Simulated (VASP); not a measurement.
A run of VASP 6.6.1:

INCAR

```
SYSTEM = Si4Ge
ALGO     = Normal         ! electronic algorithm
EDIFF    = 1E-6           ! SCF threshold, eV
ENCUT    = 500            ! plane-wave cutoff, eV
GGA      = PE             ! functional
GGA_COMPAT= .False.      
ISIF     = 2              ! what is computed and relaxed
ISMEAR   = 0              ! smearing method
LASPH    = .True.         ! aspherical terms in the spheres
LCHARG   = .True.         ! write CHGCAR
LELF     = .True.         ! ELF
LREAL    = .False.        ! projectors in reciprocal space
LVHAR    = .True.       
LWAVE    = .False.        ! write WAVECAR
NBANDS   = 23             ! bands
NELM     = 120            ! most SCF steps
PREC     = Accurate       ! precision mode
SIGMA    = 0.2            ! smearing width, eV
```

The input KPOINTS:

```
k-points
0
Gamma
  5 5 5
  0 0 0
```

POSCAR

```
Si4Ge
1.0
   -2.1708898928      2.1708898928      5.0928297898
    2.1708898928     -2.1708898928      5.0928297898
    2.1708898928      2.1708898928     -5.0928297898
Si Ge
4 1
Direct
    0.1322136866      0.6322136866      0.5000000000
    0.6322136866      0.1322136866      0.5000000000
    0.8677863134      0.3677863134      0.5000000000
    0.3677863134      0.8677863134      0.5000000000
    0.0000000000      0.0000000000      0.0000000000
```

Potentials or basis: VASP PAW PBE potentials, release 64 (Si, Ge_d).

Launch:

```sh
$ cat potpaw_PBE.64/Si/POTCAR potpaw_PBE.64/Ge_d/POTCAR > POTCAR
$ mpirun -np 1 vasp_std > vasp.out
```

Hardware: 1 thread of Intel Xeon 8259CL, on a shared host.

Problem. How long does it take, and how much memory?

Solution. It took 81 s on 1 thread of Intel Xeon 8259CL (shared host), peak memory 0.29 GiB. Counts: scf iterations 12, k points 18.
